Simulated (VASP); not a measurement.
# Si8O15 (a cell with a defect) in VASP: notebook

Si8O15 (a cell with a defect) is run at these levels: PBE+D3(BJ); tasks: single point.

Everything below comes from runs of VASP 6.6.1. Logs are shortened: lines on timing, memory, paths and dates and some standing lists are left out, and cuts for length are marked.

### 1 The cell of the first run

The cell holds a defect, 23 atoms: a = 5.930 Å, b = 5.930 Å, c = 5.341 Å, α = 90.00°, β = 90.00°, γ = 90.00°.

### 2 Single point, PBE+D3(BJ)

INCAR

```
PREC     = Accurate       # precision mode
ENCUT    = 520            # plane-wave cutoff, eV
EDIFF    = 1E-6           # SCF threshold, eV
ISMEAR   = 0              # smearing method
SIGMA    = 0.02           # smearing width, eV
LREAL    = Auto         
LASPH    = True           # aspherical terms in the spheres
NELM     = 80             # most SCF steps
ALGO     = Normal         # electronic algorithm
ISIF     = 2              # what is computed and relaxed
LWAVE    = False          # write WAVECAR
LCHARG   = False          # write CHGCAR
GGA      = PE             # functional
IVDW     = 12             # dispersion correction
NBANDS   = 78             # bands
NELECT   = 120.0
```

KPOINTS

```
Automatic mesh
0
Gamma
  2 2 2
```

POSCAR

```
Si8O15
1.0
   -4.1929000000     -4.1929000000      0.0000000000
    4.1929000000     -4.1929000000      0.0000000000
    0.0000000000      0.0000000000      5.3408000000
Si O
8 15
Direct
    0.4618430660      0.5014470922      0.0014281949
    0.0219781834      0.5014393937      0.2740861408
    0.5203582197      0.5014651308      0.5014216454
    0.0219358453      0.5015019854      0.7288034242
   -0.0041730380      0.0015331580      0.0014405452
    0.4988565867      0.0014068296      0.2491737552
   -0.0085733714      0.0014633546      0.5013905351
    0.4988364623      0.0014776246      0.7536825169
    0.1662512936      0.5015556222      0.0014634816
   -0.0070263910      0.2042392497      0.2479843742
   -0.0069995588      0.7987395857      0.2480018151
    0.2150359546      0.5015828602      0.5014987379
   -0.0070351487      0.2042678914      0.7548150009
    0.8168905495      0.5015465370      0.5014365627
   -0.0070344783      0.7987664251      0.7548347073
    0.6942438074      0.0014090241      0.0014333626
    0.5093374861      0.6906821994      0.2429347043
    0.3015442930      0.0014595741      0.0014037297
    0.5093153291      0.3122911307      0.2429566249
    0.6904721268      0.0014784853      0.5014194913
    0.5093654792      0.6906858683      0.7599166425
    0.3003601683      0.0014236266      0.5014328433
    0.5093685350      0.3122915513      0.7598906640
```

Potentials or basis: VASP PAW PBE potentials, release 64 (Si, O).

Started as:

```bash
cat potpaw_PBE.64/Si/POTCAR potpaw_PBE.64/O/POTCAR > POTCAR
mpirun -np 1 vasp_std > vasp.out
```

OUTCAR:

```text
PREC = Accurate
   ENCUT = 520
   EDIFF = 1E-6
   ISMEAR = 0
   LREAL = Auto
   LASPH = True
   NELM = 80
   ISIF = 2
   GGA = PE
   IVDW = 12
   NELECT = 120.0
 IVDW          = 12

 ion  position               nearest neighbor table
   1  0.462  0.501  0.001-  19 1.73  23 1.73  17 1.73  21 1.73   9 1.75   3 2.69   3 2.69   2 2.99
                             4 2.99
   2  0.022  0.501  0.274-  12 1.67   9 1.69  14 1.72  10 1.78  11 1.78   4 2.43   4 2.91   1 2.99

   3  0.520  0.501  0.501-  14 1.76  19 1.78  23 1.78  17 1.78  21 1.78  12 1.81   1 2.69   1 2.69
[... 12 lines left out ...]
  10  0.993  0.204  0.248-   2 1.78   5 1.78   7 1.81
  11  0.993  0.799  0.248-   2 1.78   5 1.78   7 1.81
  12  0.215  0.502  0.501-   4 1.67   2 1.67   3 1.81
  13  0.993  0.204  0.755-   4 1.78   5 1.78   7 1.81
  14  0.817  0.502  0.501-   4 1.72   2 1.72   3 1.76
  15  0.993  0.799  0.755-   4 1.78   5 1.78   7 1.81
  16  0.694  0.001  0.001-   6 1.76   8 1.76   5 1.79
  17  0.509  0.691  0.243-   1 1.73   3 1.78   6 1.84
  18  0.302  0.001  0.001-   8 1.77   6 1.77   5 1.81
  19  0.509  0.312  0.243-   1 1.73   3 1.78   6 1.84
  20  0.690  0.001  0.501-   6 1.76   8 1.76   7 1.78
  21  0.509  0.691  0.760-   1 1.73   3 1.78   8 1.84
  22  0.300  0.001  0.501-   8 1.79   6 1.79   7 1.83
  23  0.509  0.312  0.760-   1 1.73   3 1.78   8 1.84

  LATTYP: Found a simple tetragonal cell.
 ALAT       =     5.9296560457
 C/A-ratio  =     0.9006930518

  Lattice vectors:

 A1 = (  -4.1929000000,  -4.1929000000,   0.0000000000)
 A2 = (   4.1929000000,  -4.1929000000,   0.0000000000)
 A3 = (   0.0000000000,   0.0000000000,   5.3408000000)

Analysis of symmetry for initial positions (statically):
=====================================================================
 Subroutine PRICEL returns:
 Original cell was already a primitive cell.

 Routine SETGRP: Setting up the symmetry group for a
 simple tetragonal supercell.

 Subroutine GETGRP returns: Found  1 space group operations
 (whereof  1 operations were pure point group operations)
 out of a pool of 16 trial point group operations.

The static configuration has the point symmetry C_1 .

Analysis of symmetry for dynamics (positions and initial velocities):
=====================================================================
 Subroutine PRICEL returns:
 Original cell was already a primitive cell.

 Routine SETGRP: Setting up the symmetry group for a
 simple tetragonal supercell.

 Subroutine GETGRP returns: Found  1 space group operations
 (whereof  1 operations were pure point group operations)
 out of a pool of 16 trial point group operations.

[... 133 lines left out ...]
   POTIM  = 0.5000    time-step for ionic-motion
   TEBEG  =    0.0;   TEEND  =   0.0 temperature during run
   PSTRESS=    0.0 pullay stress
   NELECT =     120.0000    total number of electrons
   NUPDOWN=      -1.0000    fix difference up-down
   EMIN   =  10.00;   EMAX   =-10.00  energy-range for DOS
   EFERMI =   0.00;   METHOD = LEGACY
   ISMEAR =     0;   SIGMA  =   0.02  broadening in eV -4-tet -1-fermi 0-gaus
   EFERMI_NEDOS =   21; number of points for ismear=-14 and -15
   IALGO  =     38    algorithm
   IMIX   =      4    mixing-type and parameters
     AMIX     =   0.40;   BMIX     =  1.00
     AMIX_MAG =   1.60;   BMIX_MAG =  1.00
  volume/ion in A,a.u.               =       8.16        55.10
  Fermi-wavevector in a.u.,A,eV,Ry     =   1.410090  2.664684 27.053193  1.988354
  Thomas-Fermi vector in A             =   2.532079
   LORBIT       =      0    0 simple, 1 ext, 2 COOP (PROOUT), +10 PAW based schemes
   GGA     = PE    functional components
   LHFCALC =     F    Hartree Fock is set to
   AEXX    =    0.0000 exact exchange contribution
   IVDW    =    12    specifies the selected vdW correction
   LEPSILON=     F    determine dielectric tensor
   LRPA    =     F    only Hartree local field effects (RPA)
 non-spin polarized calculation
 Gauss-broadening in eV      SIGMA  =   0.02
  energy-cutoff  :      520.00
  volume of cell :      187.79
 maximum number of plane-waves:      5080
 NGX is ok and might be reduce to    48
   NGX = 23   NGY = 23   NGZ = 19

 number of electron     119.9999975 magnetization

 Free energy of the ion-electron system (eV)
  ---------------------------------------------------
  ext. energy  EPLUGINS =         0.00000000
  ---------------------------------------------------
  free energy    TOTEN  =      -192.87187941 eV

  energy without entropy =     -192.87187941  energy(sigma->0) =     -192.87187941

 E-fermi :   7.7743     XC(G=0): -11.8592

 val. band max:        7.6616240874   @ k =   0.0000   0.0000   0.0000
 cond. band min:       9.7072571645   @ k =   0.0000   0.0000   0.0000
 fundamental gap:      2.0456330771
 Fermi energy:         7.7743154448

 k-point     1 :       0.0000    0.0000    0.0000
  band No.  band energies     occupation
      1     -14.8198      2.00000
      2     -13.1739      2.00000
      3     -13.0159      2.00000
      4     -12.7488      2.00000
      5     -11.9259      2.00000
      6     -11.8755      2.00000
[... 589 lines left out ...]
     71      17.5870      0.00000
     72      17.5960      0.00000
 [bands above 72 left out]

------------------------ aborting loop because EDIFF is reached ----------------------------------------

 Edisp (eV)   -5.43478

 E8    (eV) :    -1.8831

  FORCE on cell =-STRESS in cart. coord.  units (eV):
  Direction    XX          YY          ZZ          XY          YZ          ZX
  --------------------------------------------------------------------------------------
  -------------------------------------------------------------------------------------
  Total     -27.84849   -27.84556   -12.24276     7.48862    -0.00126     0.00359
  in kB    -237.60029  -237.57525  -104.45384    63.89207    -0.01079     0.03067
  external pressure =     -193.21 kB  Pullay stress =        0.00 kB

 VOLUME and BASIS-vectors are now :
 -----------------------------------------------------------------------------
  energy-cutoff  :      520.00
  volume of cell :      187.79
      direct lattice vectors                 reciprocal lattice vectors
    -4.192900000 -4.192900000  0.000000000    -0.119249207 -0.119249207  0.000000000
     4.192900000 -4.192900000  0.000000000     0.119249207 -0.119249207  0.000000000
     0.000000000  0.000000000  5.340800000     0.000000000  0.000000000  0.187237867

 POSITION                                       TOTAL-FORCE (eV/Angst)
 -----------------------------------------------------------------------------------
      0.16606     -4.03898      0.00763         0.017395      0.006136     -0.002651
      2.01033     -2.19464      1.46384         0.013265      0.000640     -0.031542
     -0.07922     -4.28440      2.67799         0.006307     -0.003486      0.001724
      2.01077     -2.19472      3.89239         0.010434      0.004715      0.038869
     -4.16897     -4.18183      0.00769        -0.005257      0.008885     -0.008412
     -2.08576     -2.09755      1.33079        -0.007605     -0.011006     -0.005754
[... 15 lines left out ...]
     -1.25341     -1.26535      2.67805         0.016609      0.009417     -0.004036
     -0.82632     -3.44514      4.05842        -0.018705      0.019452      0.001476
 -----------------------------------------------------------------------------------
    total drift:                                0.003922     -0.018979      0.022477

  FREE ENERGIE OF THE ION-ELECTRON SYSTEM (eV)
  ---------------------------------------------------
  free  energy   TOTEN  =      -198.3066614206 eV

  energy  without entropy=     -198.3066614206  energy(sigma->0) =     -198.30666142
```

It took 2.2 min on 1 thread of Intel Xeon Platinum 8559C (Emerald Rapids), shared host; peak memory 0.31 GiB.

What came out:

```
Free energy                : -198.3067 eV
Largest force              : 0.070 eV/Å
Dispersion energy per atom : -0.236 eV
```

Forces on the atoms (eV/Å):
```
Si   0.017  0.006 -0.003
Si   0.013  0.001 -0.032
Si   0.006 -0.003  0.002
Si   0.010  0.005  0.039
Si  -0.005  0.009 -0.008
Si  -0.008 -0.011 -0.006
Si   0.009  0.011  0.006
Si  -0.017 -0.010  0.004
O   -0.016 -0.012 -0.002
O    0.003  0.000  0.006
O    0.002  0.004  0.003
O   -0.053 -0.045 -0.007
O   -0.001  0.000 -0.001
O    0.028  0.034 -0.004
O   -0.001  0.004 -0.002
O   -0.002 -0.013  0.001
O    0.013 -0.013  0.001
O    0.014  0.008  0.001
O   -0.021  0.018  0.001
O   -0.003 -0.008  0.003
O    0.013 -0.012  0.000
O    0.017  0.009 -0.004
O   -0.019  0.019  0.001
```

Levels at points of the mesh, in eV from the Fermi level:
| k point | band 56 | band 57 | band 58 | band 59 | band 60 | band 61 | band 62 | band 63 | band 64 | band 65 |
| --- | --- | --- | --- | --- | --- | --- | --- | --- | --- | --- |
| (0.00, 0.00, 0.00) | -1.48 | -1.40 | -1.30 | -0.87 | -0.11 | 1.93 | 5.74 | 5.83 | 6.19 | 6.91 |
| (0.50, 0.00, 0.00) | -1.86 | -1.77 | -1.30 | -0.76 | -0.51 | 2.29 | 5.52 | 5.80 | 6.83 | 7.30 |
| (0.00, 0.50, 0.00) | -1.70 | -1.69 | -1.58 | -1.08 | -0.79 | 2.72 | 6.09 | 6.54 | 6.67 | 7.07 |
| (0.50, 0.50, 0.00) | -1.53 | -1.31 | -1.21 | -1.11 | -0.94 | 2.64 | 5.93 | 6.65 | 7.46 | 7.53 |
| (0.00, 0.00, 0.50) | -1.43 | -1.25 | -1.11 | -0.73 | -0.64 | 3.00 | 4.44 | 6.51 | 7.53 | 7.62 |
| (0.50, 0.00, 0.50) | -1.64 | -0.89 | -0.82 | -0.73 | -0.61 | 2.89 | 4.46 | 6.34 | 8.07 | 8.19 |
| (0.00, 0.50, 0.50) | -1.46 | -1.37 | -1.05 | -0.99 | -0.69 | 3.24 | 5.37 | 6.92 | 7.39 | 7.62 |
| (0.50, 0.50, 0.50) | -1.47 | -1.34 | -1.21 | -1.15 | -1.11 | 3.31 | 5.26 | 6.51 | 8.48 | 8.78 |

Caveat: the k points lie up to 0.59 Å⁻¹ apart; the cell carries a net charge on a neutralising background, which shifts energy and pressure; the cell is charged against a uniform background, so pressure and absolute levels hang on convention.

[end of part 1 of 2]
